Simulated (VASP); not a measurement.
Write the native input for VASP 6.6.1 that does the following.

```yaml
Task: single point
Functional: LDA
Potentials_or_basis: VASP PAW LDA potentials, release 64 (Sb)
Cutoff: 520 eV
k_mesh: 7 × 7 × 7
Occupations: fermi-dirac, width 0.05 eV
Spin: no spin polarisation
Dipole_correction: no
Further_INCAR_settings: ALGO = Normal; EDIFF = 1e-06; NBANDS = 18
```

The structure of Sb lies in POSCAR:

```
Sb
1.0
   -3.9477424451      3.9477424451      1.9841386384
    3.9477424451     -3.9477424451      1.9841386384
    3.9477424451      3.9477424451     -1.9841386384
Sb
4
Direct
    0.6512630600      0.1512630600      0.8025261200
    0.1512630600      0.3487369400      0.5000000000
    0.3487369400      0.8487369400      0.1974738800
    0.8487369400      0.6512630600      0.5000000000
```

The input as run:

INCAR

```
PREC = Accurate
ENCUT = 520
EDIFF = 1E-6
ISMEAR = -1
SIGMA = 0.05
LREAL = False
LASPH = True
NELM = 80
ALGO = Normal
ISIF = 2
LWAVE = False
LCHARG = False
NBANDS = 18
```

KPOINTS

```
Automatic mesh
0
Gamma
  7 7 7
```

Potentials or basis: VASP PAW LDA potentials, release 64 (Sb).

Command:

```console
$ cat potpaw_LDA.64/Sb/POTCAR > POTCAR
$ mpirun -np 1 vasp_std > vasp.out
```

It gave:

```
Pressure               : 1.8 GPa
Largest force          : 0.058 eV/Å
Band gap on the k mesh : zero (band 10 reaches 7.27 eV, above the bottom of band 11 at 5.68 eV)
```

Caveat: spin-orbit coupling is left out, which moves the levels of the heavy elements.

It took 78 s on 1 thread of Intel(R) Xeon(R) Platinum 8259CL CPU @ 2.50GHz (Skylake/Cascade Lake) (shared host), peak memory 0.27 GiB.
